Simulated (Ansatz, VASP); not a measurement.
## Two plane-wave programs on Sn

```
CELL_PARAMETERS angstrom
0.00000 3.26936 3.26936
3.26936 0.00000 3.26936
3.26936 3.26936 0.00000
ATOMIC_POSITIONS crystal
Sn 0.75000 0.75000 0.75000
Sn 0.50000 0.50000 0.50000
```

Alike in both runs: task single point; functional PBE; k mesh 6 × 6 × 6; occupations gaussian, width 0.05 eV; no spin polarisation.

|  | VASP | Ansatz |
| --- | --- | --- |
| version | VASP 6.6.1 | Ansatz 0.2.0 |
| potentials or method | VASP PAW PBE potentials, release 64 (Sn_d), cutoff 500 eV | scalar-relativistic, plane waves, PAW |
| valence electrons in the cell | 28 | 28 |

|  | VASP | Ansatz | Ansatz less VASP |
| --- | --- | --- | --- |
| gap on the k mesh at the Fermi level (eV) | none | none | - |
| pressure (GPa) | 2.2 | 2.2 | +0.03 |

A gap of «none» marks a metal or a gap that the smearing closes.
